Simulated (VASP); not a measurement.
# Zr (P6_3/mmc) in VASP: further runs

Zr is run at these levels: PBE; tasks: single point.

All numbers are computed with VASP 6.6.1; they aren't measurements. Logs are shortened: lines on timing, memory, paths and dates and some standing lists are left out, and cuts for length are marked.

## Step 1: The cell of the first run

The structure is hexagonal, space group P6_3/mmc (No. 194). The conventional cell has a = 3.177 Å, b = 3.177 Å, c = 5.060 Å, α = 90.00°, β = 90.00°, γ = 120.00°. Within 4.1 Å of Zr (site symmetry -6m2) lie 12 Zr at 3.12 to 3.18 Å.

## Step 2: Single point, PBE (volume scaled by 0.95)

Input file INCAR:

```
  ALGO = Normal
  EDIFF = 1E-7
  ENCUT = 520
  GGA = PE
  ISIF = 2
  ISMEAR = -1
  LASPH = True
  LCHARG = False
  LREAL = False
  LWAVE = False
  NBANDS = 19
  NELM = 80
  PREC = Accurate
  SIGMA = 0.08
```

Input file KPOINTS:

```
k-points
0
Gamma
  13 13 7
```

Input file POSCAR:

```
Zr
1.0
    3.1772080069      0.0000000000      0.0000000000
   -1.5886040034      2.7515428470      0.0000000000
    0.0000000000      0.0000000000      5.0597458556
Zr
2
Direct
    0.3333333333      0.6666666667      0.2500000000
    0.6666666667      0.3333333333      0.7500000000
```

Potentials or basis: VASP PAW PBE potentials, release 64 (Zr_sv).

On the command line:

```
$ cat potpaw_PBE.64/Zr_sv/POTCAR > POTCAR
$ mpirun -np 1 vasp_std > vasp.out
```

OUTCAR:

```text
EDIFF = 1E-7
   ENCUT = 520
   GGA = PE
   ISIF = 2
   ISMEAR = -1
   LASPH = True
   LREAL = False
   NELM = 80
   PREC = Accurate

 ion  position               nearest neighbor table
   1  0.333  0.667  0.250-   2 3.12   2 3.12   2 3.12   2 3.12   2 3.12   2 3.12
   2  0.667  0.333  0.750-   1 3.12   1 3.12   1 3.12   1 3.12   1 3.12   1 3.12

  LATTYP: Found a hexagonal cell.
 ALAT       =     3.1772080069
 C/A-ratio  =     1.5925132521

  Lattice vectors:

 A1 = (   3.1772080069,   0.0000000000,   0.0000000000)
 A2 = (  -1.5886040034,   2.7515428470,   0.0000000000)
 A3 = (   0.0000000000,   0.0000000000,   5.0597458556)

Analysis of symmetry for initial positions (statically):
=====================================================================
 Subroutine PRICEL returns:
 Original cell was already a primitive cell.

 Routine SETGRP: Setting up the symmetry group for a
 hexagonal supercell.

 Subroutine GETGRP returns: Found 24 space group operations
 (whereof 12 operations were pure point group operations)
 out of a pool of 24 trial point group operations.

The static configuration has the point symmetry D_3d.
 The point group associated with its full space group is D_6h.

Analysis of symmetry for dynamics (positions and initial velocities):
=====================================================================
 Subroutine PRICEL returns:
 Original cell was already a primitive cell.

 Routine SETGRP: Setting up the symmetry group for a
 hexagonal supercell.

 Subroutine GETGRP returns: Found 24 space group operations
 (whereof 12 operations were pure point group operations)
 out of a pool of 24 trial point group operations.

The dynamic configuration has the point symmetry D_3d.
 The point group associated with its full space group is D_6h.

 Subroutine INISYM returns: Found 24 space group operations
 (whereof 12 operations are pure point group operations),
 and found     1 'primitive' translations

----------------------------------------------------------------------------------------

                                     Primitive cell

  volume of cell :      44.2334

  direct lattice vectors                    reciprocal lattice vectors
     3.177208007  0.000000000  0.000000000     0.314741747  0.181716233  0.000000000
    -1.588604003  2.751542847  0.000000000     0.000000000  0.363432465  0.000000000
     0.000000000  0.000000000  5.059745856     0.000000000  0.000000000  0.197638385

  length of vectors
     3.177208007  3.177208007  5.059745856     0.363432465  0.363432465  0.197638385

  position of ions in fractional coordinates (direct lattice)
     0.333333333  0.666666667  0.250000000
     0.666666667  0.333333333  0.750000000

  ion indices of the primitive-cell ions
   primitive index   ion index
                 1           1
                 2           2

----------------------------------------------------------------------------------------

 KPOINTS: k-points

Automatic generation of k-mesh.
 Grid dimensions read from file:
 generate k-points for:   13   13    7

 Generating k-lattice:

  Cartesian coordinates                     Fractional coordinates (reciprocal lattice)
     0.024210904  0.013978172  0.000000000     0.076923077  0.000000000  0.000000000
     0.000000000  0.027956343  0.000000000     0.000000000  0.076923077  0.000000000
     0.000000000  0.000000000  0.028234055     0.000000000  0.000000000  0.142857143

  Length of vectors
     0.027956343  0.027956343  0.028234055

  Shift w.r.t. Gamma in fractional coordinates (k-lattice)
     0.000000000  0.000000000  0.000000000

 Subroutine IBZKPT returns following result:
 ===========================================

 Found     84 irreducible k-points:

 Following reciprocal coordinates:
            Coordinates               Weight
  0.000000  0.000000  0.000000      1.000000
  0.076923 -0.000000  0.000000      6.000000
  0.153846  0.000000  0.000000      6.000000
  0.230769  0.000000  0.000000      6.000000
  0.307692  0.000000  0.000000      6.000000
  0.384615 -0.000000  0.000000      6.000000
[... 16 lines left out ...]
  0.076923 -0.000000  0.142857     12.000000
  0.153846  0.000000  0.142857     12.000000
 [... further k-points ...]
   k-points           NKPTS =     84   k-points in BZ     NKDIM =     84   number of bands    NBANDS=     19
   number of dos      NEDOS =    301   number of ions     NIONS =      2
   total plane-waves  NPLWV =  23040
   dimension x,y,z NGX =    24 NGY =   24 NGZ =   40
   dimension x,y,z NGXF=    48 NGYF=   48 NGZF=   80
   ions per type =               2
   NGX,Y,Z   is equivalent  to a cutoff of  12.56, 12.56, 13.14 a.u.
   NGXF,Y,Z  is equivalent  to a cutoff of  25.12, 25.12, 26.29 a.u.
 SYSTEM =  unknown system
   PREC   = accura    normal or accurate (medium, high low for compatibility)
   ISTART =      0    job   : 0-new  1-cont  2-samecut
   ICHARG =      2    charge: 1-file 2-atom 10-const
   ISPIN  =      1    spin polarized calculation?
   LNONCOLLINEAR =      F non collinear calculations
   LSORBIT =      F    spin-orbit coupling
   LASPH  =      T    aspherical Exc in radial PAW
   ENCUT  =  520.0 eV  38.22 Ry    6.18 a.u.   5.91  5.91  9.41*2*pi/ulx,y,z
   NELM   =     80;   NELMIN=  2; NELMDL= -5     # of ELM steps
   EDIFF  = 0.1E-06   stopping-criterion for ELM
   LREAL  =      F    real-space projection
   EDIFFG = 0.1E-05   stopping-criterion for IOM
   NSW    =      0    number of steps for IOM
   IBRION =     -1    ionic relax: 0-MD 1-quasi-New 2-CG
   NFREE  =      0    steps in history (QN), initial steepest desc. (CG)
   ISIF   =      2    stress and relaxation
   ISYM   =      2    0-nonsym 1-usesym 2-fastsym
   POTIM  = 0.5000    time-step for ionic-motion
   TEBEG  =    0.0;   TEEND  =   0.0 temperature during run
   PSTRESS=    0.0 pullay stress
   NELECT =      24.0000    total number of electrons
   NUPDOWN=      -1.0000    fix difference up-down
   EMIN   =  10.00;   EMAX   =-10.00  energy-range for DOS
   EFERMI =   0.00;   METHOD = LEGACY
   ISMEAR =    -1;   SIGMA  =   0.08  broadening in eV -4-tet -1-fermi 0-gaus
   EFERMI_NEDOS =   21; number of points for ismear=-14 and -15
   IALGO  =     38    algorithm
   IMIX   =      4    mixing-type and parameters
     AMIX     =   0.40;   BMIX     =  1.00
     AMIX_MAG =   1.60;   BMIX_MAG =  1.00
  volume/ion in A,a.u.               =      22.12       149.25
  Fermi-wavevector in a.u.,A,eV,Ry     =   1.335247  2.523251 24.257627  1.782885
  Thomas-Fermi vector in A             =   2.463966
   LORBIT       =      0    0 simple, 1 ext, 2 COOP (PROOUT), +10 PAW based schemes
   GGA     = PE    functional components
[... 5 lines left out ...]
 non-spin polarized calculation
  energy-cutoff  :      520.00
  volume of cell :       44.23
 maximum number of plane-waves:      1206
 NGX is ok and might be reduce to    24
   NGX = 11   NGY = 11   NGZ = 19

 number of electron      24.0000000 magnetization

 Free energy of the ion-electron system (eV)
  ---------------------------------------------------
  ext. energy  EPLUGINS =         0.00000000
  ---------------------------------------------------
  free energy    TOTEN  =       -17.01578135 eV

  energy without entropy =      -16.97202233  energy(sigma->0) =      -16.99390184

 E-fermi :   9.5707     XC(G=0): -11.3169

 val. band max:        9.5440934000   @ k =   0.3846   0.2308   0.2857
 cond. band min:       9.5841816206   @ k =   0.0769   0.0769   0.0000
 fundamental gap:      0.0400882205
 Fermi energy:         9.5706854576

 k-point     1 :       0.0000    0.0000    0.0000
  band No.  band energies     occupation
      1     -39.1629      2.00000
      2     -38.9718      2.00000
      3     -17.7812      2.00000
      4     -16.7649      2.00000
      5     -16.7649      2.00000
      6     -16.6002      2.00000
[... 11 lines left out ...]
     18      11.8105      0.00000
     19      14.2572      0.00000

 k-point     2 :       0.0769   -0.0000    0.0000
  band No.  band energies     occupation
      1     -39.1545      2.00000
      2     -38.9684      2.00000
      3     -17.7600      2.00000
      4     -16.8125      2.00000
      5     -16.7805      2.00000
      6     -16.6495      2.00000
[... 11 lines left out ...]
     18      11.6542      0.00000
     19      14.3764      0.00000

 k-point     3 :       0.1538    0.0000    0.0000
  band No.  band energies     occupation
      1     -39.1311      2.00000
      2     -38.9591      2.00000
      3     -17.6987      2.00000
      4     -16.9442      2.00000
      5     -16.8223      2.00000
      6     -16.7828      2.00000
[... 11 lines left out ...]
     18      11.7931      0.00000
     19      14.6323      0.00000

 k-point     4 :       0.2308    0.0000    0.0000
  band No.  band energies     occupation
      1     -39.0967      2.00000
      2     -38.9472      2.00000
      3     -17.6045      2.00000
      4     -17.1292      2.00000
      5     -16.9628      2.00000
      6     -16.8785      2.00000
[... 11 lines left out ...]
     18      12.4997      0.00000
     19      14.8810      0.00000

 k-point     5 :       0.3077    0.0000    0.0000
  band No.  band energies     occupation
      1     -39.0576      2.00000
      2     -38.9368      2.00000
      3     -17.4894      2.00000
      4     -17.3241      2.00000
      5     -17.1449      2.00000
      6     -16.9357      2.00000
[... 11 lines left out ...]
     18      13.3862      0.00000
     19      15.0596      0.00000
[... 334 lines left out ...]
      2     -38.9422      2.00000
      3     -17.4361      2.00000
      4     -17.2766      2.00000
      5     -17.2147      2.00000
      6     -17.1256      2.00000
[... 11 lines left out ...]
     18      14.5873      0.00000
     19      16.4091      0.00000

 k-point    22 :       0.0000    0.0000    0.1429
  band No.  band energies     occupation
      1     -39.1536      2.00000
      2     -38.9815      2.00000
      3     -17.7266      2.00000
      4     -16.7569      2.00000
      5     -16.7569      2.00000
      6     -16.6599      2.00000
[... 11 lines left out ...]
     18      12.0850      0.00000
     19      14.3148      0.00000

 k-point    23 :       0.0769   -0.0000    0.1429
  band No.  band energies     occupation
      1     -39.1455      2.00000
      2     -38.9778      2.00000
      3     -17.7080      2.00000
      4     -16.8032      2.00000
      5     -16.7720      2.00000
      6     -16.7014      2.00000
[... 11 lines left out ...]
     18      11.9893      0.00000
     19      14.4113      0.00000

 k-point    24 :       0.1538    0.0000    0.1429
  band No.  band energies     occupation
      1     -39.1227      2.00000
      2     -38.9678      2.00000
      3     -17.6555      2.00000
      4     -16.9309      2.00000
      5     -16.8277      2.00000
      6     -16.8127      2.00000
[... 11 lines left out ...]
     18      11.9788      0.00000
     19      14.6134      0.00000

 [... further k-points ...]
[... 5 lines left out ...]
  --------------------------------------------------------------------------------------
  -------------------------------------------------------------------------------------
  Total        1.4996518      1.4996518      1.8175119      0.0000000     -0.0000000      0.0000000
  in kB       54.3188260     54.3188260     65.8320235      0.0000000     -0.0000000      0.0000000
  external PRESSURE =      58.1565585 kB  Pullay stress =       0.0000000 kB

 VOLUME and BASIS-vectors are now :
 -----------------------------------------------------------------------------
  energy-cutoff  :      520.00
  volume of cell :       44.23
      direct lattice vectors                 reciprocal lattice vectors
     3.177208007  0.000000000  0.000000000     0.314741747  0.181716233  0.000000000
    -1.588604003  2.751542847  0.000000000     0.000000000  0.363432465  0.000000000
     0.000000000  0.000000000  5.059745856     0.000000000  0.000000000  0.197638385

 POSITION                                       TOTAL-FORCE (eV/Angst)
 -----------------------------------------------------------------------------------
     -0.00000      1.83436      1.26494         0.000000     -0.000000      0.000000
      1.58860      0.91718      3.79481        -0.000000      0.000000      0.000000
 -----------------------------------------------------------------------------------
    total drift:                               -0.000000      0.000000     -0.000000

  FREE ENERGIE OF THE ION-ELECTRON SYSTEM (eV)
  ---------------------------------------------------
  free  energy   TOTEN  =       -17.0157813459 eV

  energy  without entropy=      -16.9720223345  energy(sigma->0) =      -16.99390184
```

Wall time 28 s (1 thread of Intel Xeon Platinum 8488C (Sapphire Rapids), shared host); peak memory 0.19 GiB.

Results:

- Free energy: -17.0158 eV
- Pressure: 5.8 GPa
- Band gap on the k mesh: zero (band 12 reaches 10.57 eV, above the bottom of band 13 at 9.38 eV)

Caveat: the cell differs from its parent crystal (volume scaled by 0.95).

## Step 3: Single point, PBE (volume scaled by 0.975)

Changes to INCAR since step 2:

```diff
@@ -1,3 +1,3 @@
   ALGO = Normal
-  EDIFF = 1E-7
+  EDIFF = 1E-6
   ENCUT = 520
@@ -11,3 +11,3 @@
   NBANDS = 19
-  NELM = 80
+  NELM = 100
   PREC = Accurate
```

KPOINTS is that of step 2.

Input file POSCAR:

```
Zr
1.0
    3.2048372894      0.0000000000      0.0000000000
   -1.6024186447      2.7754705076      0.0000000000
    0.0000000000      0.0000000000      5.1037458542
Zr
2
Direct
    0.3333333333      0.6666666667      0.2500000000
    0.6666666667      0.3333333333      0.7500000000
```

Potentials or basis: VASP PAW PBE potentials, release 64 (Zr_sv).

On the command line:

```
$ cat potpaw_PBE.64/Zr_sv/POTCAR > POTCAR
$ mpirun -np 1 vasp_std > vasp.out
```

It took 25 s on 1 thread of Intel Xeon Platinum 8488C (Sapphire Rapids), shared host; peak memory 0.19 GiB.

The run converged. Its results:

- Free energy: -17.0482 eV
- Pressure: 3.0 GPa
- Band gap on the k mesh: zero (band 12 reaches 10.19 eV, above the bottom of band 13 at 9.06 eV)

Stress tensor (GPa, compression positive):
```
2.72 0.00 0.00
0.00 2.72 0.00
0.00 0.00 3.61
```

Levels at points of the mesh, in eV from the Fermi level:
```tsv
k point	band 8	band 9	band 10	band 11	band 12	band 13	band 14	band 15	band 16	band 17
(0.00, 0.00, 0.00)	-26.26	-5.69	-3.09	0.87	0.87	1.03	1.28	1.59	1.59	2.19
```

Caveat: the cell differs from its parent crystal (volume scaled by 0.975).

## Step 4: Single point, PBE

This run uses another cell than the first one, of 23.28 Å³/atom, 1.053 times its volume.

Input file INCAR:

```
PREC = Accurate
ENCUT = 520
EDIFF = 1E-7
ISMEAR = -1
SIGMA = 0.08
LREAL = False
LASPH = True
NELM = 60
ALGO = Normal
ISIF = 2
LWAVE = False
LCHARG = False
GGA = PE
NBANDS = 19
```

Input file KPOINTS:

```
regular mesh
0
Gamma
  13 13 7
```

Input file POSCAR:

```
Zr
1.0
    3.2319982225      0.0000000000      0.0000000000
   -1.6159991112      2.7989925656      0.0000000000
    0.0000000000      0.0000000000      5.1470000000
Zr
2
Direct
    0.3333333333      0.6666666667      0.2500000000
    0.6666666667      0.3333333333      0.7500000000
```

On the command line:

```
$ cat potpaw_PBE.64/Zr_sv/POTCAR > POTCAR
$ mpirun -np 1 vasp_std > vasp.out
```

Run time: 31 s. Hardware: 1 thread of Intel Xeon Platinum 8488C (Sapphire Rapids), shared host; peak memory 0.2 GiB.

Results (log left out):

| Property | Result |
| --- | --- |
| Free energy | -17.0614 eV |
| Pressure | 0.5 GPa |
| Band gap on the k mesh | zero (band 12 reaches 9.86 eV, above the bottom of band 13 at 8.76 eV) |

Stress tensor (GPa, compression positive):
```
0.28 0.00 0.00
0.00 0.28 0.00
0.00 0.00 0.95
```

Levels at points of the mesh, in eV from the Fermi level:
```csv
k point,band 10,band 11,band 12,band 13,band 14,band 15
"(0.00, 0.00, 0.00)",-3.02,0.87,0.87,1.02,1.18,1.56
```

## Step 5: The runs side by side

```csv
cell,gap on the mesh (eV),pressure (GPa)
"a = 3.177, b = 3.177, c = 5.060 Å, angles 90.0, 90.0, 120.0°, 2 atoms",none,5.8
"a = 3.205, b = 3.205, c = 5.104 Å, angles 90.0, 90.0, 120.0°, 2 atoms",none,3.0
"a = 3.232, b = 3.232, c = 5.147 Å, angles 90.0, 90.0, 120.0°, 2 atoms",none,0.5
```

Alike in all rows: task single point; level PBE; potentials or basis VASP PAW PBE potentials, release 64 (Zr_sv); no spin polarisation; k mesh 13 × 13 × 7; cutoff (eV) 520; smearing fermi-dirac 0.08 eV.

Absolute energies hang on the potentials; compare differences alone.
